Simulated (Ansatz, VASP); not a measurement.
Ag: VASP beside Ansatz

```xyz
1
Lattice="2.0270 2.0270 0.0000 -2.0270 2.0270 0.0000 0.0000 2.0270 2.0270" Properties=species:S:1:pos:R:3 pbc="T T T"
Ag    0.0000    0.0000    0.0000
```

Alike in both runs: functional PBEsol; k mesh 14 × 14 × 14; occupations fermi-dirac, width 0.1 eV; no spin polarisation.

Ansatz relaxed the structure, and its values are those at the end. VASP's run is a single point on that final structure, the one shown.

|  | VASP | Ansatz |
| --- | --- | --- |
| version | VASP 6.6.1 | Ansatz 0.2.0 |
| potentials or method | VASP PAW PBE potentials, release 64 (Ag) | PAW with Ansatz's default frozen-core files, scalar-relativistic |
| plane-wave cutoff (eV) | 500 | 420 |
| valence electrons in the cell | 11 | 19 |

Ansatz gave:

```
pressure (GPa) : 0.0
```

Problem. Estimate VASP's values.

Solution. Pressure (GPa): -0.2.

VASP's potentials were made for PBE, not for PBEsol. VASP's potentials hold 11 valence electrons a cell and Ansatz's 19, so a difference there can come from the potentials and not from the codes.
